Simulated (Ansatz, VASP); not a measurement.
## CuO: VASP beside Ansatz

```
Cu O
1.0
     0.18960   -2.17229   -2.04314
    -2.01972    0.10630   -1.95984
     2.38320    2.28584   -4.38944
Cu O
2 2
Direct
  0.45623 0.53069 0.48541
  0.97428 0.98587 0.02436
  0.80166 0.74472 0.73928
  0.26782 0.23873 0.25095
```

Alike in both runs: functional r2SCAN; k mesh 10 × 10 × 5; occupations fermi-dirac, width 0.05 eV; no spin polarisation; Hubbard terms Cu d U = 5.0 eV.

|  | VASP | Ansatz |
| --- | --- | --- |
| version | VASP 6.6.1 | Ansatz 0.2.0 |
| potentials or method | VASP PAW PBE potentials, release 64 (Cu, O) | Ansatz PAW |
| plane-wave cutoff (eV) | 520 | 500 |
| valence electrons in the cell | 34 | 50 |
| task | single point | band structure |

VASP gave:

| Property | Result |
| --- | --- |
| gap on the k mesh at the Fermi level (eV) | none |
| pressure (GPa) | -13.1 |
| traceless stress, the component that is largest in VASP (GPa) | 9.01 |
| rms of the force components (eV/Å) | 0.664 |

**Question.** What did Ansatz give for the same quantities?

**Answer.** gap on the k mesh at the Fermi level (eV): none; pressure (GPa): -8.1; traceless stress, the component that is largest in VASP (GPa): 7.89; rms of the force components (eV/Å): 0.713.

VASP's potentials were made for PBE, not for r2SCAN. The programs project onto different local orbitals, so the same U acts differently, and such runs can settle in different states. Atom by atom the forces differ by 0.073 eV/Å (rms over components). A gap of «none» marks a metal or a gap that the smearing closes. VASP's potentials hold 34 valence electrons a cell and Ansatz's 50, so a difference there can come from the potentials and not from the codes.
